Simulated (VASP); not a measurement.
# TiC (Fm-3m) in VASP: notebook

Runs on TiC. Level: PBEsol. Tasks: electric field gradients.

All numbers are computed with VASP 6.6.1; they aren't measurements. Logs are shortened: lines on timing, memory, paths and dates and some standing lists are left out, and cuts for length are marked.

### 1 The cell of the first run

Symmetry: Fm-3m, No. 225, cubic system. The conventional cell has a = 4.299 Å, b = 4.299 Å, c = 4.299 Å, α = 90.00°, β = 90.00°, γ = 90.00°. Within 2.8 Å of Ti (site symmetry m-3m) lie 6 C at 2.15 Å. Within 2.8 Å of C (site symmetry m-3m) lie 6 Ti at 2.15 Å.

### 2 Electric field gradients, PBEsol (9.93 Å³/atom)

The input, INCAR:

```
ALGO = Normal
EDIFF = 1E-8
ENCUT = 520
GGA = PS
ISIF = 2
ISMEAR = -1
LASPH = T
LCHARG = F
LEFG = T
LREAL = F
LWAVE = F
NBANDS = 15
NELM = 100
PREC = Accurate
SIGMA = 0.03
```

The input, KPOINTS:

```
k-points
0
Gamma
  16 16 16
```

The input, POSCAR:

```
TiC
1.0
    0.0000000000      2.1494760724      2.1494760724
    2.1494760724      0.0000000000      2.1494760724
    2.1494760724      2.1494760724      0.0000000000
Ti C
1 1
Direct
    0.0000000000      0.0000000000      0.0000000000
    0.5000000000      0.5000000000      0.5000000000
```

Potentials or basis: VASP PAW PBE potentials, release 64 (Ti_sv, C).

Run with:

```sh
cat potpaw_PBE.64/Ti_sv/POTCAR potpaw_PBE.64/C/POTCAR > POTCAR
mpirun -np 1 vasp_std > vasp.out
```

OUTCAR:

```text
EDIFF = 1E-8
   ENCUT = 520
   GGA = PS
   ISIF = 2
   ISMEAR = -1
   LASPH = T
   LREAL = F
   NELM = 100
   PREC = Accurate

 ion  position               nearest neighbor table
   1  0.000  0.000  0.000-   2 2.15   2 2.15   2 2.15   2 2.15   2 2.15   2 2.15
   2  0.500  0.500  0.500-   1 2.15   1 2.15   1 2.15   1 2.15   1 2.15   1 2.15

  LATTYP: Found a face centered cubic cell.
 ALAT       =     4.2989521448

  Lattice vectors:

 A1 = (   0.0000000000,   2.1494760724,   2.1494760724)
 A2 = (   2.1494760724,   0.0000000000,   2.1494760724)
 A3 = (   2.1494760724,   2.1494760724,   0.0000000000)

Analysis of symmetry for initial positions (statically):
=====================================================================
 Subroutine PRICEL returns:
 Original cell was already a primitive cell.

 Routine SETGRP: Setting up the symmetry group for a
 face centered cubic supercell.

 Subroutine GETGRP returns: Found 48 space group operations
 (whereof 48 operations were pure point group operations)
 out of a pool of 48 trial point group operations.

The static configuration has the point symmetry O_h .

Analysis of symmetry for dynamics (positions and initial velocities):
=====================================================================
 Subroutine PRICEL returns:
 Original cell was already a primitive cell.

 Routine SETGRP: Setting up the symmetry group for a
 face centered cubic supercell.

 Subroutine GETGRP returns: Found 48 space group operations
 (whereof 48 operations were pure point group operations)
 out of a pool of 48 trial point group operations.

The dynamic configuration has the point symmetry O_h .

 Subroutine INISYM returns: Found 48 space group operations
 (whereof 48 operations are pure point group operations),
 and found     1 'primitive' translations

----------------------------------------------------------------------------------------

                                     Primitive cell

  volume of cell :      19.8622

  direct lattice vectors                    reciprocal lattice vectors
     0.000000000  2.149476072  2.149476072    -0.232614825  0.232614825  0.232614825
     2.149476072  0.000000000  2.149476072     0.232614825 -0.232614825  0.232614825
     2.149476072  2.149476072  0.000000000     0.232614825  0.232614825 -0.232614825

  length of vectors
     3.039818214  3.039818214  3.039818214     0.402900695  0.402900695  0.402900695

  position of ions in fractional coordinates (direct lattice)
     0.000000000  0.000000000  0.000000000
     0.500000000  0.500000000  0.500000000

  ion indices of the primitive-cell ions
   primitive index   ion index
                 1           1
                 2           2

----------------------------------------------------------------------------------------

 KPOINTS: k-points

Automatic generation of k-mesh.
 Grid dimensions read from file:
 generate k-points for:   16   16   16

 Generating k-lattice:

  Cartesian coordinates                     Fractional coordinates (reciprocal lattice)
    -0.014538427  0.014538427  0.014538427     0.062500000  0.000000000  0.000000000
     0.014538427 -0.014538427  0.014538427     0.000000000  0.062500000  0.000000000
     0.014538427  0.014538427 -0.014538427     0.000000000  0.000000000  0.062500000

  Length of vectors
     0.025181293  0.025181293  0.025181293

  Shift w.r.t. Gamma in fractional coordinates (k-lattice)
     0.000000000  0.000000000  0.000000000

 Subroutine IBZKPT returns following result:
 ===========================================

 Found    145 irreducible k-points:

 Following reciprocal coordinates:
            Coordinates               Weight
  0.000000  0.000000  0.000000      1.000000
  0.062500  0.000000  0.000000      8.000000
  0.125000  0.000000  0.000000      8.000000
  0.187500  0.000000  0.000000      8.000000
  0.250000  0.000000  0.000000      8.000000
  0.312500  0.000000  0.000000      8.000000
[... 16 lines left out ...]
 -0.125000  0.062500  0.000000     24.000000
 -0.062500  0.062500  0.000000     12.000000
 [... further k-points ...]
   k-points           NKPTS =    145   k-points in BZ     NKDIM =    145   number of bands    NBANDS=     15
   number of dos      NEDOS =    301   number of ions     NIONS =      2
   total plane-waves  NPLWV =  13824
   dimension x,y,z NGX =    24 NGY =   24 NGZ =   24
   dimension x,y,z NGXF=    48 NGYF=   48 NGZF=   48
   ions per type =               1   1
   NGX,Y,Z   is equivalent  to a cutoff of  13.13, 13.13, 13.13 a.u.
   NGXF,Y,Z  is equivalent  to a cutoff of  26.25, 26.25, 26.25 a.u.
 SYSTEM =  unknown system
   PREC   = accura    normal or accurate (medium, high low for compatibility)
   ISTART =      0    job   : 0-new  1-cont  2-samecut
   ICHARG =      2    charge: 1-file 2-atom 10-const
   ISPIN  =      1    spin polarized calculation?
   LNONCOLLINEAR =      F non collinear calculations
   LSORBIT =      F    spin-orbit coupling
   LASPH  =      T    aspherical Exc in radial PAW
   ENCUT  =  520.0 eV  38.22 Ry    6.18 a.u.   5.65  5.65  5.65*2*pi/ulx,y,z
   NELM   =    100;   NELMIN=  2; NELMDL= -5     # of ELM steps
   EDIFF  = 0.1E-07   stopping-criterion for ELM
   LREAL  =      F    real-space projection
   EDIFFG = 0.1E-06   stopping-criterion for IOM
   NSW    =      0    number of steps for IOM
   IBRION =     -1    ionic relax: 0-MD 1-quasi-New 2-CG
   NFREE  =      0    steps in history (QN), initial steepest desc. (CG)
   ISIF   =      2    stress and relaxation
   ISYM   =      2    0-nonsym 1-usesym 2-fastsym
   POTIM  = 0.5000    time-step for ionic-motion
   TEBEG  =    0.0;   TEEND  =   0.0 temperature during run
   PSTRESS=    0.0 pullay stress
   NELECT =      16.0000    total number of electrons
   NUPDOWN=      -1.0000    fix difference up-down
   EMIN   =  10.00;   EMAX   =-10.00  energy-range for DOS
   EFERMI =   0.00;   METHOD = LEGACY
   ISMEAR =    -1;   SIGMA  =   0.03  broadening in eV -4-tet -1-fermi 0-gaus
   EFERMI_NEDOS =   21; number of points for ismear=-14 and -15
   IALGO  =     38    algorithm
   IMIX   =      4    mixing-type and parameters
     AMIX     =   0.40;   BMIX     =  1.00
     AMIX_MAG =   1.60;   BMIX_MAG =  1.00
  volume/ion in A,a.u.               =       9.93        67.02
  Fermi-wavevector in a.u.,A,eV,Ry     =   1.523254  2.878532 31.569619  2.320302
  Thomas-Fermi vector in A             =   2.631722
   LORBIT       =      0    0 simple, 1 ext, 2 COOP (PROOUT), +10 PAW based schemes
   GGA     = PS    functional components
   LHFCALC =     F    Hartree Fock is set to
   AEXX    =    0.0000 exact exchange contribution
   IVDW    =     0    specifies the selected vdW correction
   LEPSILON=     F    determine dielectric tensor
   LRPA    =     F    only Hartree local field effects (RPA)
 non-spin polarized calculation
  energy-cutoff  :      520.00
  volume of cell :       19.86
 maximum number of plane-waves:       548
   NGX = 11   NGY = 11   NGZ = 11

 number of electron      16.0000003 magnetization

 Free energy of the ion-electron system (eV)
  ---------------------------------------------------
  ext. energy  EPLUGINS =         0.00000000
  ---------------------------------------------------
  free energy    TOTEN  =       -19.80182357 eV

  energy without entropy =      -19.80053489  energy(sigma->0) =      -19.80117923

 E-fermi :   9.5539     XC(G=0): -12.9777

 val. band max:        9.5480783660   @ k =   0.1250   0.1250   0.0000
 cond. band min:       9.5599807525   @ k =   0.1250   0.0625   0.0000
 fundamental gap:      0.0119023865
 Fermi energy:         9.5538794950

 k-point     1 :       0.0000    0.0000    0.0000
  band No.  band energies     occupation
      1     -46.6949      2.00000
      2     -22.8092      2.00000
      3     -22.8092      2.00000
      4     -22.8092      2.00000
      5      -2.9043      2.00000
      6      10.2403      0.00000
      7      10.2403      0.00000
      8      10.2403      0.00000
      9      11.3013      0.00000
     10      11.3013      0.00000
     11      11.3013      0.00000
     12      11.3433      0.00000
     13      11.3433      0.00000
     14      20.3804      0.00000
     15      23.5852      0.00000

 k-point     2 :       0.0625    0.0000    0.0000
  band No.  band energies     occupation
      1     -46.6918      2.00000
      2     -22.8311      2.00000
      3     -22.8113      2.00000
      4     -22.8113      2.00000
      5      -2.8126      2.00000
      6       9.7954      0.00064
      7      10.0470      0.00000
      8      10.0470      0.00000
      9      10.6149      0.00000
     10      10.6149      0.00000
     11      11.5405      0.00000
     12      12.3577      0.00000
     13      12.3577      0.00000
     14      20.5383      0.00000
     15      23.6395      0.00000

 k-point     3 :       0.1250    0.0000    0.0000
  band No.  band energies     occupation
      1     -46.6829      2.00000
      2     -22.8930      2.00000
      3     -22.8170      2.00000
      4     -22.8170      2.00000
      5      -2.5431      2.00000
      6       8.9079      2.00000
      7       9.2759      1.99981
      8       9.2759      1.99981
      9      10.6830      0.00000
     10      10.6830      0.00000
     11      11.8773      0.00000
     12      13.4526      0.00000
     13      13.4526      0.00000
     14      20.9180      0.00000
     15      23.7105      0.00000
[... 343 lines left out ...]
 k-point    23 :      -0.1250    0.0625    0.0000
  band No.  band energies     occupation
      1     -46.6763      2.00000
      2     -22.9290      2.00000
      3     -22.8374      2.00000
      4     -22.8141      2.00000
      5      -2.3425      2.00000
      6       8.4218      2.00000
      7       8.7575      2.00000
      8       8.9482      2.00000
      9      10.5617      0.00000
     10      11.1482      0.00000
     11      12.1963      0.00000
     12      13.3009      0.00000
     13      14.4503      0.00000
     14      21.1720      0.00000
     15      23.7221      0.00000

 k-point    24 :      -0.0625    0.0625    0.0000
  band No.  band energies     occupation
      1     -46.6867      2.00000
      2     -22.8613      2.00000
      3     -22.8236      2.00000
      4     -22.8105      2.00000
      5      -2.6625      2.00000
      6       9.3393      1.99844
      7       9.5121      1.60217
      8       9.5448      1.15092
      9      10.3556      0.00000
     10      10.9768      0.00000
     11      11.8971      0.00000
     12      12.4882      0.00000
     13      13.3737      0.00000
     14      20.7805      0.00000
     15      23.7012      0.00000

 [... further k-points ...]

------------------------ aborting loop because EDIFF is reached ----------------------------------------

  FORCE on cell =-STRESS in cart. coord.  units (eV):
  Direction    XX          YY          ZZ          XY          YZ          ZX
  --------------------------------------------------------------------------------------
  -------------------------------------------------------------------------------------
  Total       -0.0988097     -0.0988097     -0.0988097      0.0000000      0.0000000      0.0000000
  in kB       -7.9704367     -7.9704367     -7.9704367      0.0000000      0.0000000      0.0000000
  external PRESSURE =      -7.9704367 kB  Pullay stress =       0.0000000 kB

 VOLUME and BASIS-vectors are now :
 -----------------------------------------------------------------------------
  energy-cutoff  :      520.00
  volume of cell :       19.86
      direct lattice vectors                 reciprocal lattice vectors
     0.000000000  2.149476072  2.149476072    -0.232614825  0.232614825  0.232614825
     2.149476072  0.000000000  2.149476072     0.232614825 -0.232614825  0.232614825
     2.149476072  2.149476072  0.000000000     0.232614825  0.232614825 -0.232614825

 POSITION                                       TOTAL-FORCE (eV/Angst)
 -----------------------------------------------------------------------------------
      0.00000      0.00000      0.00000         0.000000     -0.000000      0.000000
      2.14948      2.14948      2.14948        -0.000000      0.000000      0.000000
 -----------------------------------------------------------------------------------
    total drift:                                0.000000     -0.000000     -0.000000

  FREE ENERGIE OF THE ION-ELECTRON SYSTEM (eV)
  ---------------------------------------------------
  free  energy   TOTEN  =       -19.8018235695 eV

  energy  without entropy=      -19.8005348885  energy(sigma->0) =      -19.80117923

 Electric field gradients (V/A^2)
---------------------------------------------------------------------
 ion       V_xx      V_yy      V_zz      V_xy      V_xz      V_yz
---------------------------------------------------------------------
   1       0.000     0.000     0.000     0.001     0.001     0.001
   2       0.000     0.000     0.000    -0.000    -0.000    -0.000
---------------------------------------------------------------------

 Electric field gradients after diagonalization (V/A^2)
 (convention: |V_zz| > |V_xx| > |V_yy|)
----------------------------------------------------------------------
 ion       V_xx      V_yy      V_zz     asymmetry (V_yy - V_xx)/ V_zz
----------------------------------------------------------------------
   1      -0.001    -0.001     0.001       0.000
   2       0.000     0.000    -0.000       0.000
----------------------------------------------------------------------

           NMR quadrupolar parameters

 Cq : quadrupolar parameter    Cq=e*Q*V_zz/h
 eta: asymmetry parameters     (V_yy - V_xx)/ V_zz
 Q  : nuclear electric quadrupole moment in mb (millibarn)
----------------------------------------------------------------------
 ion       Cq(MHz)       eta       Q (mb)
----------------------------------------------------------------------
   1       0.000       0.000       1.000
   2      -0.000       0.000       1.000
----------------------------------------------------------------------
```

It took 49 s on 1 thread of Intel Xeon 8259CL, shared host; peak memory 0.17 GiB.

Results:

```yaml
Free_energy: -19.8018 eV
Pressure: -0.8 GPa
Band_gap_on_the_k_mesh: zero (bands 8 and 9 overlap by 1.08 eV)
Largest_electric_field_gradient_by_atom: under 0.05 V/Å² on every atom
```

Caveat: the PAW data sets were made with another functional, which shifts forces and pressure a little.

(Continued in part 2 of 3.)
